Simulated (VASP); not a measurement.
Ca:

```
Ca
1.0
     3.61195    0.00000    0.00000
     0.00000    3.61195    0.00000
     0.00000    0.00000    3.61195
Ca
1
Cartesian
  0.0000 0.0000 0.0000
```

This isn't the form of Ca at room conditions, which is fcc.

| Property | Result |
| --- | --- |
| Program | VASP 6.6.1 |
| Task | relaxation of cell and atoms |
| Functional | r2SCAN |
| Potentials or basis | VASP PAW PBE potentials, release 64 (Ca_sv) |
| Cutoff | 600 eV |
| k mesh | 9 × 9 × 9 |
| Occupations | fermi-dirac, width 0.1 eV |
| Spin | no spin polarisation |

At the start: pressure -0.8 GPa; volume 47.12 Å³/atom.

Problem. How do energy, volume and symmetry change on relaxing?

Solution. Over 4 steps the energy falls by 9.9 meV/atom and the volume is 43.31 Å³/atom (-8.1 %); space group Pm-3m (No. 221, to 0.1 Å) before and after.

The path:
```
step  energy change (eV)  largest force (eV/Å)  pressure (GPa)  volume (Å³)
   1              0.0000                0.0000           -0.78        47.12
   2             -0.0062                0.0000           -0.50        45.57
   3             -0.0098                0.0000           -0.06        43.54
   4             -0.0099                0.0000            0.00        43.31
```

Final structure:
```xyz
1
Lattice="3.5118 0.0000 0.0000 0.0000 3.5118 0.0000 0.0000 0.0000 3.5118" Properties=species:S:1:pos:R:3 pbc="T T T"
Ca    0.0000    0.0000    0.0000
```

Caveat: the PAW data sets were made with another functional, which shifts forces and pressure a little.
